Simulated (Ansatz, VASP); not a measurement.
Cs in VASP and in Ansatz

The input INCAR:

```
PREC = Accurate
ENCUT = 520
EDIFF = 1E-6
ISMEAR = -1
SIGMA = 0.6
LREAL = F
LASPH = T
NELM = 80
ALGO = Normal
ISIF = 2
LWAVE = F
LCHARG = F
NBANDS = 10
```

Contents of KPOINTS:

```
Automatic mesh
0
Gamma
  8 8 8
```

File POSCAR:

```
Cs
1.0
   -2.8840810378      2.8840810378      2.8840810378
    2.8840810378     -2.8840810378      2.8840810378
    2.8840810378      2.8840810378     -2.8840810378
Cs
1
Direct
    0.0000000000      0.0000000000      0.0000000000
```

Input for Ansatz:

```yaml
crystal:
  lattice:
    - [-2.8840810378, 2.8840810378, 2.8840810378]
    - [2.8840810378, -2.8840810378, 2.8840810378]
    - [2.8840810378, 2.8840810378, -2.8840810378]
  atoms:
    - { symbol: Cs, position: [0.0, 0.0, 0.0] }
hamiltonian:
  xc: lda
  pseudopotentials:
    kind: paw
    azcp:
      Cs: "pseudopotentials/Cs.paw.azcp"
basis:
  ecutwfc: 420
  fft_grid_basis: typed
kpoints:
  mp_grid: { grid: [8, 8, 8], shift: [0, 0, 0] }
magnetization:
  spin_polarized: false
scf:
  occupations: { method: fermi_dirac, width: 0.6 }
  lower_state_search: "off"
output:
  stress: true
  write_density: true
  write_potential: true
  elf: true
  volumetric_format: npy
```

Alike in both runs: task single point; functional LDA; k mesh 8 × 8 × 8; occupations fermi-dirac, width 0.6 eV; no spin polarisation.

```csv
,VASP,Ansatz
version,VASP 6.6.1,Ansatz 0.2.0
potentials or method,"VASP PAW LDA potentials, release 64 (Cs_sv), cutoff 520 eV","plane waves (420 eV) with PAW, scalar-relativistic"
valence electrons in the cell,9,9
```

|  | VASP | Ansatz | Ansatz less VASP |
| --- | --- | --- | --- |
| pressure (GPa) | 0.1 | 0.1 | +0.01 |

Ansatz warns that its potentials were made for another functional, while VASP's fit it. LDA's correlation is that of Perdew and Zunger in VASP and of Perdew and Wang (1992) in Ansatz.

Neither program's run includes spin-orbit coupling.
